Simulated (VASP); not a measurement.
Ga:

```
Ga
1.0
     2.81498    0.00000    0.00000
     0.00000    3.32479    0.00000
    -1.36111    0.00000    4.04278
Ga
2
Cartesian
  -0.6694 2.4936 3.1136
  2.1233 0.8312 0.9292
```

Base run:

```yaml
Program: VASP 6.6.1
Functional: PBEsol
Potentials_or_basis: VASP PAW PBE potentials, release 64 (Ga_d)
Cutoff: 520 eV
k_mesh: 10 × 8 × 7
Occupations: fermi-dirac, width 0.05 eV
Spin: no spin polarisation
```

Its results: band gap on the k mesh zero (bands 13 and 14 overlap by 8.05 eV); pressure -2.6 GPa; largest force 0.056 eV/Å.

Problem. The run is repeated on the same cell with these changes: functional from PBEsol to PBE; further incar settings from ALGO = Fast; EDIFF = 1e-07; NBANDS = 20 to ALGO = Fast; EDIFF = 1e-06; NBANDS = 20. What comes out?

Solution. Band gap on the k mesh zero (bands 13 and 14 overlap by 8.05 eV); pressure 1.0 GPa; largest force 0.068 eV/Å.

Caveats: the PAW data sets were made with another functional, which shifts forces and pressure a little (at least some runs).
